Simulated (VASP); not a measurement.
Write the native input for VASP 6.6.1 that does the following.

```
Task                   : single point
Functional             : PBE
Potentials or basis    : VASP PAW PBE potentials, release 64 (Ga_d, N)
Cutoff                 : 600 eV
k mesh                 : 5 × 5 × 5
Occupations            : gaussian, width 0.01 eV
Spin                   : no spin polarisation
Dipole correction      : no
Further INCAR settings : ALGO = Normal; EDIFF = 1e-06; NBANDS = 16
```

The structure of GaN lies in POSCAR:

```
GaN
1.0
    0.0000000000      2.2535000000      2.2535000000
    2.2535000000      0.0000000000      2.2535000000
    2.2535000000      2.2535000000      0.0000000000
Ga N
1 1
Direct
   -0.0001288987      0.0007778192      0.0012940569
    0.7506416219      0.7461282278      0.7435585338
```

One way to write it, as run:

INCAR

```
SYSTEM = GaN
ALGO     = Normal         ! electronic algorithm
EDIFF    = 1E-6           ! SCF threshold, eV
ENCUT    = 600            ! plane-wave cutoff, eV
GGA      = PE             ! functional
GGA_COMPAT= .False.      
ISIF     = 2              ! what is computed and relaxed
ISMEAR   = 0              ! smearing method
LASPH    = .True.         ! aspherical terms in the spheres
LCHARG   = .False.        ! write CHGCAR
LREAL    = .False.        ! projectors in reciprocal space
LWAVE    = .False.        ! write WAVECAR
NBANDS   = 16             ! bands
NELM     = 120            ! most SCF steps
PREC     = Accurate       ! precision mode
SIGMA    = 0.01           ! smearing width, eV
```

KPOINTS

```
k-points
0
Gamma
  5 5 5
  0 0 0
```

Potentials or basis: VASP PAW PBE potentials, release 64 (Ga_d, N).

Command:

```sh
$ cat potpaw_PBE.64/Ga_d/POTCAR potpaw_PBE.64/N/POTCAR > POTCAR
$ mpirun -np 1 vasp_std > vasp.out
```

It gave:

```yaml
Pressure: 5.0 GPa
Largest_force: 0.389 eV/Å
Band_gap_on_the_k_mesh: 1.65 eV, direct
```

Caveat: the k points lie up to 0.48 Å⁻¹ apart.

Run time: 28 s on 1 thread of Intel(R) Xeon(R) Platinum 8259CL CPU @ 2.50GHz (Skylake/Cascade Lake), with other jobs on the host, peak memory 0.17 GiB.
